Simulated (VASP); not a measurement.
# AlRu: single point with PBEsol

AlRu:

```
Al Ru
1.0
     3.00588    0.00000    0.00000
     0.00000    3.00588    0.00000
     0.00000    0.00000    3.00588
Al Ru
1 1
Direct
  0.00000 0.00000 0.00000
  0.50000 0.50000 0.50000
```

This cell differs from its parent crystal: volume scaled by 1.03.

```json
{"Program": "VASP 6.6.1", "Task": "single point", "Functional": "PBEsol", "Potentials or basis": "VASP PAW PBE potentials, release 64 (Al, Ru_pv)", "Cutoff": "520 eV", "k mesh": "14 × 14 × 14", "Occupations": "gaussian, width 0.1 eV", "Spin": "no spin polarisation"}
```

| Quantity | Value |
| --- | --- |
| Pressure | -6.1 GPa |

Levels at points of the mesh, in eV from the Fermi level:
| k point | band 6 | band 7 | band 8 | band 9 | band 10 | band 11 | band 12 | band 13 |
| --- | --- | --- | --- | --- | --- | --- | --- | --- |
| (0.00, 0.00, 0.00) | -3.51 | 0.19 | 0.19 | 0.19 | 6.00 | 6.00 | 6.00 | 10.91 |
| (0.50, 0.00, 0.00) | -2.73 | -1.57 | -1.57 | 0.43 | 2.23 | 7.46 | 10.93 | 10.93 |
| (0.50, 0.50, 0.00) | -1.36 | -1.36 | -1.13 | -1.13 | 1.50 | 5.18 | 6.14 | 10.49 |
| (0.50, 0.50, 0.50) | -4.55 | 1.59 | 1.59 | 2.52 | 4.07 | 4.07 | 4.07 | 8.44 |

Run time: 25 s on 1 thread of Intel(R) Xeon(R) Platinum 8259CL CPU @ 2.50GHz (Skylake/Cascade Lake) (shared host), peak memory 0.17 GiB.

Caveat: the PAW data sets were made with another functional, which shifts forces and pressure a little.
